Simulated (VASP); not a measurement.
Crystal: Be.

```
Be
1.0
     2.02565    0.00000    0.00000
     0.00000    2.02565    0.00000
     0.00000    0.00000    2.02565
Be
1
Direct
  0.00000 0.00000 0.00000
```

- Program: VASP 6.6.1
- Task: relaxation of cell and atoms
- Functional: PBE
- Potentials or basis: VASP PAW PBE potentials, release 64 (Be)
- Cutoff: 600 eV
- k mesh: 8 × 8 × 8
- Occupations: gaussian, width 0.1 eV
- Spin: no spin polarisation

At the start: pressure 22.5 GPa; volume 8.31 Å³/atom.

**Question.** How do energy, volume and symmetry change on relaxing?

**Answer.** Over 3 steps the energy falls by 110.6 meV/atom and the volume is 10.19 Å³/atom (+22.6 %); space group Pm-3m (No. 221, to 0.05 Å).

The path:
| step | energy change (eV) | largest force (eV/Å) | pressure (GPa) | volume (Å³) |
| --- | --- | --- | --- | --- |
| 1 | 0.0000 | 0.0000 | 22.51 | 8.31 |
| 2 | -0.1077 | 0.0000 | 2.91 | 9.80 |
| 3 | -0.1106 | 0.0000 | -0.43 | 10.19 |

Final structure:
```
Be
1.0
     2.16789    0.00000    0.00000
     0.00000    2.16789    0.00000
     0.00000    0.00000    2.16789
Be
1
Cartesian
  0.0000 0.0000 0.0000
```

Caveat: the k points lie up to 0.36 Å⁻¹ apart in the final cell; the volume moved by over 15 % at a fixed basis, so the end points are rough.
